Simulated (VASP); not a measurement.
Wanted: the native input for a VASP 6.6.1 run.

- Task: single point
- Functional: LDA
- Potentials or basis: VASP PAW LDA potentials, release 64 (Rb_sv, Ca_sv, H)
- Cutoff: 520 eV
- k mesh: 6 × 6 × 6
- Occupations: gaussian, width 0.05 eV
- Spin: no spin polarisation
- Dipole correction: no
- Further INCAR settings: ALGO = Normal; EDIFF = 1e-06; NBANDS = 19

The structure of RbCaH3 lies in POSCAR:

```
RbCaH3
1.0
    4.4736484635      0.0000000000      0.0000000000
    0.0000000000      4.4736484635      0.0000000000
    0.0000000000      0.0000000000      4.6973308867
Rb Ca H
1 1 3
Direct
    0.0000000000      0.0000000000      0.0000000000
    0.5000000000      0.5000000000      0.5000000000
    0.0000000000      0.5000000000      0.5000000000
    0.5000000000      0.0000000000      0.5000000000
    0.5000000000      0.5000000000      0.0000000000
```

This cell differs from its parent crystal: ratio of the length along z to the lengths across it x 1.05, volume and fractional coordinates fixed.

The input as run:

INCAR

```
PREC     = Accurate       # precision mode
ENCUT    = 520            # plane-wave cutoff, eV
EDIFF    = 1E-6           # SCF threshold, eV
ISMEAR   = 0              # smearing method
SIGMA    = 0.05           # smearing width, eV
LREAL    = False          # projectors in reciprocal space
LASPH    = True           # aspherical terms in the spheres
NELM     = 100            # most SCF steps
ALGO     = Normal         # electronic algorithm
ISIF     = 2              # what is computed and relaxed
LWAVE    = False          # write WAVECAR
LCHARG   = True           # write CHGCAR
GGA      = CA             # functional
LELF     = True           # ELF
LVHAR    = True         
NBANDS   = 19             # bands
```

KPOINTS

```
Automatic mesh
0
Gamma
  6 6 6
```

Potentials or basis: VASP PAW LDA potentials, release 64 (Rb_sv, Ca_sv, H).

Run with:

```console
$ cat potpaw_LDA.64/Rb_sv/POTCAR potpaw_LDA.64/Ca_sv/POTCAR potpaw_LDA.64/H/POTCAR > POTCAR
$ mpirun -np 1 vasp_std > vasp.out
```

Results of the run:

```
Pressure               : -2.3 GPa
Band gap on the k mesh : 2.89 eV (least direct gap 2.90 eV)
```

It took 110 s on 1 thread of Intel Xeon 8259CL, with other jobs on the host, peak memory 0.22 GiB.
